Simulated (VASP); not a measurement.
# C: single point with r2SCAN+D4

Crystal: C.

```xyz
2
Lattice="0.0000 1.8183 1.8183 1.8183 0.0000 1.8183 1.8183 1.8183 0.0000" Properties=species:S:1:pos:R:3 pbc="T T T"
C     2.7275    2.7275    2.7275
C     1.8183    1.8183    1.8183
```

| Quantity | Value |
| --- | --- |
| Program | VASP 6.6.1 |
| Task | single point |
| Functional | r2SCAN |
| Dispersion | D4 |
| Potentials or basis | VASP PAW PBE potentials, release 64 (C) |
| Cutoff | 520 eV |
| k mesh | 13 × 13 × 13 |
| Occupations | fermi-dirac, width 0.05 eV |
| Spin | no spin polarisation |
| Dipole correction | no |
| Further INCAR settings | ALGO = Normal; EDIFF = 1e-06; NBANDS = 11 |

```json
{
 "Pressure": "-26.6 GPa",
 "Band gap on the k mesh": "4.21 eV, indirect (least direct gap 5.68 eV)",
 "Dispersion energy per atom": "-0.084 eV"
}
```

Levels at points of the mesh, in eV from the valence-band top:
| k point | band 1 | band 2 | band 3 | band 4 | band 5 | band 6 | band 7 | band 8 | band 9 |
| --- | --- | --- | --- | --- | --- | --- | --- | --- | --- |
| (0.00, 0.00, 0.00) | -21.91 | 0.00 | 0.00 | 0.00 | 5.68 | 5.68 | 5.68 | 12.45 | 19.61 |

It took 39 s on 1 thread of Intel Xeon 6975P-C (shared host), peak memory 0.12 GiB.

Caveat: the PAW data sets were made with another functional, which shifts forces and pressure a little. r2SCAN opens gaps a little over a GGA but as a rule still falls short of measured ones.
